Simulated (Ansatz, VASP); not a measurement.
**Two plane-wave programs on Sb**

```xyz
2
Lattice="3.2636 0.0000 0.0000 -1.6318 2.8264 0.0000 0.0000 0.0000 5.6797" Properties=species:S:1:pos:R:3 pbc="T T T"
Sb    0.0000    1.8843    1.4199
Sb    1.6318    0.9421    4.2597
```

Alike in both runs: task single point; functional r2SCAN; k mesh 18 × 18 × 10; occupations gaussian, width 0.15 eV; no spin polarisation.

|  | VASP | Ansatz |
| --- | --- | --- |
| version | VASP 6.6.1 | Ansatz 0.2.0 |
| potentials or method | VASP PAW PBE potentials, release 64 (Sb), cutoff 520 eV | scalar-relativistic, plane waves, PAW |
| valence electrons in the cell | 10 | 30 |

|  | VASP | Ansatz | Ansatz less VASP |
| --- | --- | --- | --- |
| gap on the k mesh at the Fermi level (eV) | none | none | - |
| pressure (GPa) | 2.7 | 2.8 | +0.06 |
| traceless stress, the component that is largest in VASP (GPa) | -1.85 | -1.83 | +0.020 |

VASP's potentials were made for PBE, not for r2SCAN. A gap of «none» marks a metal or a gap that the smearing closes. VASP's potentials hold 10 valence electrons a cell and Ansatz's 30, so a difference there can come from the potentials and not from the codes.

Neither program's run includes spin-orbit coupling.
